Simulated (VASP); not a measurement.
# InSb (zincblende type) (F-43m) in VASP: notebook, part 2 of 2

VASP 6.6.1. The steps go on from the part before.

## (4) Single point, LDA (volume scaled by 0.64)

Contents of INCAR:

```
ALGO     = Normal         # electronic algorithm
EDIFF    = 1E-7           # SCF threshold, eV
ENCUT    = 520            # plane-wave cutoff, eV
ISIF     = 2              # what is computed and relaxed
ISMEAR   = -1             # smearing method
LASPH    = True           # aspherical terms in the spheres
LCHARG   = False          # write CHGCAR
LREAL    = False          # projectors in reciprocal space
LWAVE    = False          # write WAVECAR
NBANDS   = 16             # bands
NELM     = 60             # most SCF steps
PREC     = Accurate       # precision mode
SIGMA    = 0.1            # smearing width, eV
```

Contents of KPOINTS:

```
k-points
0
Gamma
  11 11 11
```

Contents of POSCAR:

```
InSb
1.0
    0.0000000000      2.7791721506      2.7791721506
    2.7791721506      0.0000000000      2.7791721506
    2.7791721506      2.7791721506      0.0000000000
In Sb
1 1
Direct
    0.0000000000      0.0000000000      0.0000000000
    0.2500000000      0.2500000000      0.2500000000
```

Potentials or basis: VASP PAW LDA potentials, release 64 (In_d, Sb).

Launch:

```console
$ cat potpaw_LDA.64/In_d/POTCAR potpaw_LDA.64/Sb/POTCAR > POTCAR
$ mpirun -np 1 vasp_std > vasp.out
```

OUTCAR:

```text
EDIFF = 1E-7
   ENCUT = 520
   ISIF = 2
   ISMEAR = -1
   LASPH = True
   LREAL = False
   NELM = 60
   PREC = Accurate

 ion  position               nearest neighbor table
   1  0.000  0.000  0.000-   2 2.41   2 2.41   2 2.41   2 2.41
   2  0.250  0.250  0.250-   1 2.41   1 2.41   1 2.41   1 2.41

  LATTYP: Found a face centered cubic cell.
 ALAT       =     5.5583443012

  Lattice vectors:

 A1 = (   0.0000000000,   2.7791721506,   2.7791721506)
 A2 = (   2.7791721506,   0.0000000000,   2.7791721506)
 A3 = (   2.7791721506,   2.7791721506,   0.0000000000)

Analysis of symmetry for initial positions (statically):
=====================================================================
 Subroutine PRICEL returns:
 Original cell was already a primitive cell.

 Routine SETGRP: Setting up the symmetry group for a
 face centered cubic supercell.

 Subroutine GETGRP returns: Found 24 space group operations
 (whereof 24 operations were pure point group operations)
 out of a pool of 48 trial point group operations.

The static configuration has the point symmetry T_d .

[... 154 lines left out ...]
  ext. energy  EPLUGINS =         0.00000000
  ---------------------------------------------------
  free energy    TOTEN  =        -5.21576872 eV

  energy without entropy =       -5.21244981  energy(sigma->0) =       -5.21410926

 E-fermi :  11.4294     XC(G=0): -11.0726

 val. band max:       11.1985770090   @ k =  -0.0909   0.0909   0.0000
 cond. band min:      11.4625280171   @ k =   0.0000   0.0000   0.0000
 fundamental gap:      0.2639510080
 Fermi energy:        11.4293781466

 k-point     1 :       0.0000    0.0000    0.0000
  band No.  band energies     occupation
      1      -5.2206      2.00000
      2      -5.2206      2.00000
      3      -5.2206      2.00000
      4      -4.8978      2.00000
      5      -4.8978      2.00000
      6      -3.4430      2.00000
[... 433 lines left out ...]
      3      -5.1458      2.00000
      4      -4.9182      2.00000
      5      -4.9035      2.00000
      6      -2.0003      2.00000
[... 8 lines left out ...]
     15      20.2374      0.00000
     16      21.5277      0.00000

 [... further k-points ...]
[... 5 lines left out ...]
  --------------------------------------------------------------------------------------
  -------------------------------------------------------------------------------------
  Total       16.1371878     16.1371878     16.1371878     -0.0000000     -0.0000000     -0.0000000
  in kB      602.2295911    602.2295911    602.2295911     -0.0000000     -0.0000000     -0.0000000
  external PRESSURE =     602.2295911 kB  Pullay stress =       0.0000000 kB

 VOLUME and BASIS-vectors are now :
 -----------------------------------------------------------------------------
  energy-cutoff  :      520.00
  volume of cell :       42.93
      direct lattice vectors                 reciprocal lattice vectors
     0.000000000  2.779172151  2.779172151    -0.179909690  0.179909690  0.179909690
     2.779172151  0.000000000  2.779172151     0.179909690 -0.179909690  0.179909690
     2.779172151  2.779172151  0.000000000     0.179909690  0.179909690 -0.179909690

 POSITION                                       TOTAL-FORCE (eV/Angst)
 -----------------------------------------------------------------------------------
      0.00000      0.00000      0.00000         0.000000     -0.000000     -0.000000
      1.38959      1.38959      1.38959        -0.000000      0.000000      0.000000
 -----------------------------------------------------------------------------------
    total drift:                                0.000000      0.000000      0.000000

  FREE ENERGIE OF THE ION-ELECTRON SYSTEM (eV)
  ---------------------------------------------------
  free  energy   TOTEN  =        -5.2157687198 eV

  energy  without entropy=       -5.2124498058  energy(sigma->0) =       -5.21410926
```

Run time: 37 s. Hardware: 1 thread of Intel Xeon 6975P-C (Granite Rapids), shared host; peak memory 0.17 GiB.

Results:

- Free energy: -5.2158 eV
- Pressure: 60.2 GPa

Levels at points of the mesh, in eV from the Fermi level:
| k point | band 5 | band 6 | band 7 | band 8 | band 9 | band 10 | band 11 | band 12 | band 13 | band 14 |
| --- | --- | --- | --- | --- | --- | --- | --- | --- | --- | --- |
| (0.00, 0.00, 0.00) | -16.33 | -14.87 | 0.03 | 0.03 | 0.03 | 2.33 | 2.53 | 2.53 | 2.53 | 5.72 |

Caveat: spin-orbit coupling is left out, which moves the levels of the heavy elements.
